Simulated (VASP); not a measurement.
# Li (a cell with a defect) in VASP: further runs, part 3 of 3

VASP 6.6.1. Earlier steps stand in the parts before.

## Step 4: Single point, PBE

Contents of INCAR:

```
SYSTEM = Li
  PREC = Accurate
  ENCUT = 520
  EDIFF = 1E-6
  ISMEAR = -1
  SIGMA = 0.05
  LREAL = Auto
  LASPH = .TRUE.
  NELM = 80
  ALGO = Normal
  ISIF = 2
  LWAVE = .FALSE.
  LCHARG = .FALSE.
  GGA = PE
  NBANDS = 40
```

Contents of KPOINTS:

```
regular mesh
0
G
  2 2 2
  0 0 0
```

Contents of POSCAR:

```
Li
1.0
    6.9800000000      0.0000000000      0.0000000000
    0.0000000000      6.9800000000      0.0000000000
    0.0000000000      0.0000000000      6.9800000000
Li
17
Direct
    0.0036246418      0.0449856734      0.0380372493
    0.6331805158      0.0261318052     -0.0732378223
   -0.0482521490      0.4789541547     -0.0080659026
    0.0234240688      0.0328080229      0.4977650430
    0.2959169054      0.2815186246      0.2411891117
    0.5226790831      0.5354297994     -0.0181518625
    0.4367478510     -0.0126217765      0.5125501433
    0.7175931232      0.2694412607      0.2731518625
    0.0560601719      0.4304297994      0.5711747851
    0.1349426934      0.6749283668      0.3028366762
    0.2940974212      0.2348424069      0.8173209169
    0.4681948424      0.5510888252      0.5257163324
    0.7466475645      0.7706876791      0.2807163324
    0.7205157593      0.2772492837      0.6778796562
    0.2055300860      0.7622063037      0.7834957020
    0.7897564470      0.7497421203      0.6982951289
    0.3724068768     -0.1133237822      0.1277793696
```

Potentials or basis: VASP PAW PBE potentials, release 64 (Li_sv).

The run is started by

```sh
$ cat potpaw_PBE.64/Li_sv/POTCAR > POTCAR
$ mpirun -np 1 vasp_std > vasp.out
```

OUTCAR:

```text
SYSTEM = Li
   PREC = Accurate
   ENCUT = 520
   EDIFF = 1E-6
   ISMEAR = -1
   LREAL = Auto
   LASPH = .TRUE.
   NELM = 80
   ISIF = 2
   GGA = PE

 ion  position               nearest neighbor table
   1  0.004  0.045  0.038-
   2  0.633  0.026  0.927-  17 2.50  14 2.54
   3  0.952  0.479  0.992-
   4  0.023  0.033  0.498-
   5  0.296  0.282  0.241-
   6  0.523  0.535  0.982-
   7  0.437  0.987  0.513-
   8  0.718  0.269  0.273-
   9  0.056  0.430  0.571-  10 2.59
  10  0.135  0.675  0.303-  17 2.53   9 2.59
  11  0.294  0.235  0.817-
  12  0.468  0.551  0.526-
  13  0.747  0.771  0.281-
  14  0.721  0.277  0.678-   2 2.54
  15  0.206  0.762  0.783-
  16  0.790  0.750  0.698-
  17  0.372  0.887  0.128-   2 2.50  10 2.53

  LATTYP: Found a simple cubic cell.
 ALAT       =     6.9800000000

  Lattice vectors:

 A1 = (   6.9800000000,   0.0000000000,   0.0000000000)
 A2 = (   0.0000000000,   6.9800000000,   0.0000000000)
 A3 = (   0.0000000000,   0.0000000000,   6.9800000000)

Analysis of symmetry for initial positions (statically):
=====================================================================
 Subroutine PRICEL returns:
 Original cell was already a primitive cell.

 Routine SETGRP: Setting up the symmetry group for a
 simple cubic supercell.

 Subroutine GETGRP returns: Found  1 space group operations
 (whereof  1 operations were pure point group operations)
 out of a pool of 48 trial point group operations.

The static configuration has the point symmetry C_1 .

Analysis of symmetry for dynamics (positions and initial velocities):
=====================================================================
 Subroutine PRICEL returns:
 Original cell was already a primitive cell.

 Routine SETGRP: Setting up the symmetry group for a
 simple cubic supercell.

 Subroutine GETGRP returns: Found  1 space group operations
 (whereof  1 operations were pure point group operations)
 out of a pool of 48 trial point group operations.

The dynamic configuration has the point symmetry C_1 .

 Subroutine INISYM returns: Found  1 space group operations
 (whereof  1 operations are pure point group operations),
 and found     1 'primitive' translations

----------------------------------------------------------------------------------------

                                     Primitive cell

  volume of cell :     340.0684

  direct lattice vectors                    reciprocal lattice vectors
     6.980000000  0.000000000  0.000000000     0.143266476  0.000000000  0.000000000
     0.000000000  6.980000000  0.000000000     0.000000000  0.143266476  0.000000000
     0.000000000  0.000000000  6.980000000     0.000000000  0.000000000  0.143266476

  length of vectors
     6.980000000  6.980000000  6.980000000     0.143266476  0.143266476  0.143266476

  position of ions in fractional coordinates (direct lattice)
     0.003624642  0.044985673  0.038037249
     0.633180516  0.026131805  0.926762178
     0.951747851  0.478954155  0.991934097
     0.023424069  0.032808023  0.497765043
     0.295916905  0.281518625  0.241189112
     0.522679083  0.535429799  0.981848138
[... 51 lines left out ...]
     0.000000000  0.000000000  0.000000000

 Subroutine IBZKPT returns following result:
 ===========================================

 Found      8 irreducible k-points:

 Following reciprocal coordinates:
            Coordinates               Weight
  0.000000  0.000000  0.000000      1.000000
  0.500000  0.000000  0.000000      1.000000
  0.000000  0.500000  0.000000      1.000000
  0.000000  0.000000  0.500000      1.000000
  0.500000  0.500000  0.000000      1.000000
  0.000000  0.500000  0.500000      1.000000
  0.500000  0.000000  0.500000      1.000000
  0.500000  0.500000  0.500000      1.000000
   k-points           NKPTS =      8   k-points in BZ     NKDIM =      8   number of bands    NBANDS=     40
   number of dos      NEDOS =    301   number of ions     NIONS =     17
   total plane-waves  NPLWV = 157464
   dimension x,y,z NGX =    54 NGY =   54 NGZ =   54
   dimension x,y,z NGXF=   108 NGYF=  108 NGZF=  108
   ions per type =              17
   NGX,Y,Z   is equivalent  to a cutoff of  12.86, 12.86, 12.86 a.u.
   NGXF,Y,Z  is equivalent  to a cutoff of  25.72, 25.72, 25.72 a.u.
 SYSTEM =  Li
   PREC   = accura    normal or accurate (medium, high low for compatibility)
   ISTART =      0    job   : 0-new  1-cont  2-samecut
   ICHARG =      2    charge: 1-file 2-atom 10-const
   ISPIN  =      1    spin polarized calculation?
   LNONCOLLINEAR =      F non collinear calculations
   LSORBIT =      F    spin-orbit coupling
   LASPH  =      T    aspherical Exc in radial PAW
   ENCUT  =  520.0 eV  38.22 Ry    6.18 a.u.  12.98 12.98 12.98*2*pi/ulx,y,z
   NELM   =     80;   NELMIN=  2; NELMDL= -5     # of ELM steps
   EDIFF  = 0.1E-05   stopping-criterion for ELM
   LREAL  =      T    real-space projection
   EDIFFG = 0.1E-04   stopping-criterion for IOM
   NSW    =      0    number of steps for IOM
[... 5 lines left out ...]
   TEBEG  =    0.0;   TEEND  =   0.0 temperature during run
   PSTRESS=    0.0 pullay stress
   NELECT =      51.0000    total number of electrons
   NUPDOWN=      -1.0000    fix difference up-down
   EMIN   =  10.00;   EMAX   =-10.00  energy-range for DOS
   EFERMI =   0.00;   METHOD = LEGACY
   ISMEAR =    -1;   SIGMA  =   0.05  broadening in eV -4-tet -1-fermi 0-gaus
   EFERMI_NEDOS =   21; number of points for ismear=-14 and -15
   IALGO  =     38    algorithm
   IMIX   =      4    mixing-type and parameters
     AMIX     =   0.40;   BMIX     =  1.00
     AMIX_MAG =   1.60;   BMIX_MAG =  1.00
  volume/ion in A,a.u.               =      20.00       134.99
  Fermi-wavevector in a.u.,A,eV,Ry     =   0.869780  1.643646 10.293044  0.756517
  Thomas-Fermi vector in A             =   1.988651
   LORBIT       =      0    0 simple, 1 ext, 2 COOP (PROOUT), +10 PAW based schemes
   GGA     = PE    functional components
   LHFCALC =     F    Hartree Fock is set to
   AEXX    =    0.0000 exact exchange contribution
   IVDW    =     0    specifies the selected vdW correction
   LEPSILON=     F    determine dielectric tensor
   LRPA    =     F    only Hartree local field effects (RPA)
 non-spin polarized calculation
  energy-cutoff  :      520.00
  volume of cell :      340.07
 maximum number of plane-waves:      9124
 NGX is ok and might be reduce to    54
   NGX = 25   NGY = 25   NGZ = 25

 number of electron      51.0000005 magnetization

 Free energy of the ion-electron system (eV)
  ---------------------------------------------------
  ext. energy  EPLUGINS =         0.00000000
  ---------------------------------------------------
  free energy    TOTEN  =       -31.50345320 eV

  energy without entropy =      -31.45531947  energy(sigma->0) =      -31.47938633

 E-fermi :   0.4543     XC(G=0):  -7.0718

 val. band max:        0.4125585607   @ k =   0.0000   0.5000   0.5000
 cond. band min:       0.6032472389   @ k =   0.0000   0.5000   0.5000
 fundamental gap:      0.1906886782
 Fermi energy:         0.4542527496

 k-point     1 :       0.0000    0.0000    0.0000
  band No.  band energies     occupation
      1     -46.0246      2.00000
      2     -45.9932      2.00000
      3     -45.9881      2.00000
      4     -45.9805      2.00000
      5     -45.9709      2.00000
      6     -45.9598      2.00000
[... 309 lines left out ...]
     36       3.1743      0.00000
     37       3.2365      0.00000
 [bands above 37 left out]

------------------------ aborting loop because EDIFF is reached ----------------------------------------

  FORCE on cell =-STRESS in cart. coord.  units (eV):
  Direction    XX          YY          ZZ          XY          YZ          ZX
  --------------------------------------------------------------------------------------
  -------------------------------------------------------------------------------------
  Total        1.6044592     -0.4095527      0.2371390      0.6164382     -0.8948505     -0.6021779
  in kB        7.5591504     -1.9295413      1.1172423      2.9042490     -4.2159435     -2.8370641
  external PRESSURE =       2.2489505 kB  Pullay stress =       0.0000000 kB

 VOLUME and BASIS-vectors are now :
 -----------------------------------------------------------------------------
  energy-cutoff  :      520.00
  volume of cell :      340.07
      direct lattice vectors                 reciprocal lattice vectors
     6.980000000  0.000000000  0.000000000     0.143266476  0.000000000  0.000000000
     0.000000000  6.980000000  0.000000000     0.000000000  0.143266476  0.000000000
     0.000000000  0.000000000  6.980000000     0.000000000  0.000000000  0.143266476

 POSITION                                       TOTAL-FORCE (eV/Angst)
 -----------------------------------------------------------------------------------
      0.02530      0.31400      0.26550         0.002262     -0.049630     -0.017718
      4.41960      0.18240      6.46880        -0.001001     -0.037304      0.023365
      6.64320      3.34310      6.92370         0.060748     -0.018195     -0.032297
      0.16350      0.22900      3.47440        -0.039130     -0.020729     -0.027431
      2.06550      1.96500      1.68350        -0.040206      0.016238      0.009768
      3.64830      3.73730      6.85330        -0.044630      0.027452     -0.009844
[... 9 lines left out ...]
      5.51250      5.23320      4.87410         0.018617     -0.040484      0.034590
      2.59940      6.18900      0.89190        -0.001146      0.045020      0.110744
 -----------------------------------------------------------------------------------
    total drift:                               -0.007884     -0.002485      0.009541

  FREE ENERGIE OF THE ION-ELECTRON SYSTEM (eV)
  ---------------------------------------------------
  free  energy   TOTEN  =       -31.5034532020 eV

  energy  without entropy=      -31.4553194677  energy(sigma->0) =      -31.47938633
```

Wall time 2.2 min (1 thread of Intel Xeon Platinum 8488C (Sapphire Rapids), shared host); peak memory 0.37 GiB.

What came out:

* Free energy: -31.5035 eV
* Largest force: 0.165 eV/Å
* Band gap on the k mesh: zero (an odd number of electrons rules out a gap without spin polarisation)

Forces on the atoms (eV/Å):
```
Li   0.002 -0.050 -0.018
Li  -0.001 -0.037  0.023
Li   0.061 -0.018 -0.032
Li  -0.039 -0.021 -0.027
Li  -0.040  0.016  0.010
Li  -0.045  0.027 -0.010
Li   0.154  0.016  0.057
Li   0.019 -0.006  0.002
Li  -0.040  0.008 -0.037
Li  -0.057 -0.002 -0.044
Li   0.006 -0.016 -0.034
Li  -0.038  0.028 -0.057
Li  -0.024 -0.037 -0.029
Li  -0.029  0.054  0.047
Li   0.052  0.033  0.004
Li   0.019 -0.040  0.035
Li  -0.001  0.045  0.111
```

Caveat: the k points lie up to 0.45 Å⁻¹ apart, too coarse for converged energies and pressures of a metal; the cutoff is under 1.25 times the usual one of these potentials, so pressure, stress and relaxed cells hold a basis-set (Pulay) error.

## Step 5: Overview

| cell | gap on the mesh (eV) | largest force (eV/Å) |
| --- | --- | --- |
| as given, atomic positions A | none | 0.06 |
| as given, atomic positions B | none | 0.04 |
| as given, atomic positions C | none | 0.17 |

Alike in all rows: task single point; level PBE; potentials or basis VASP PAW PBE potentials, release 64 (Li_sv); no spin polarisation; k mesh 2 × 2 × 2; cutoff (eV) 520; smearing fermi-dirac 0.05 eV.

Caveats: all runs use coarse meshes; the cutoff is under 1.25 times the usual one of these potentials, so pressure, stress and relaxed cells hold a basis-set (Pulay) error.

Absolute energies hang on the potentials; compare differences alone.

The gap in the log of VASP goes by the Fermi energy; the results here count the filled bands.